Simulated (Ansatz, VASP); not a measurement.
Se in VASP and in Ansatz

```
CELL_PARAMETERS angstrom
4.38071 0.00000 0.00000
-2.19035 3.79380 0.00000
0.00000 0.00000 4.97006
ATOMIC_POSITIONS crystal
Se 0.22540 0.00000 0.33333
Se 0.00000 0.22540 0.66667
Se 0.77460 0.77460 0.00000
```

Change from the starting cell: volume scaled by 1.01.

Alike in both runs: task single point; functional LDA; k mesh 6 × 6 × 5; occupations fermi-dirac, width 0.03 eV; no spin polarisation.

|  | VASP | Ansatz |
| --- | --- | --- |
| version | VASP 6.6.1 | Ansatz 0.2.0 |
| potentials or method | VASP PAW LDA potentials, release 64 (Se), cutoff 520 eV | all-electron LAPW, scalar-relativistic |

VASP gave:

- gap on the k mesh at the Fermi level (eV): 1.19
- pressure (GPa): -1.6
- traceless stress, the component that is largest in VASP (GPa): 0.73
- rms of the force components (eV/Å): 0.092

Q: Which values does Ansatz return?

A: gap on the k mesh at the Fermi level (eV): 1.20; pressure (GPa): -1.8; traceless stress, the component that is largest in VASP (GPa): 0.65; rms of the force components (eV/Å): 0.064.

LDA's correlation is that of Perdew and Zunger in VASP and of Perdew and Wang (1992) in Ansatz. Atom by atom the forces differ by 0.029 eV/Å (rms over components). Ansatz ran all-electron here, and VASP with PAW potentials.
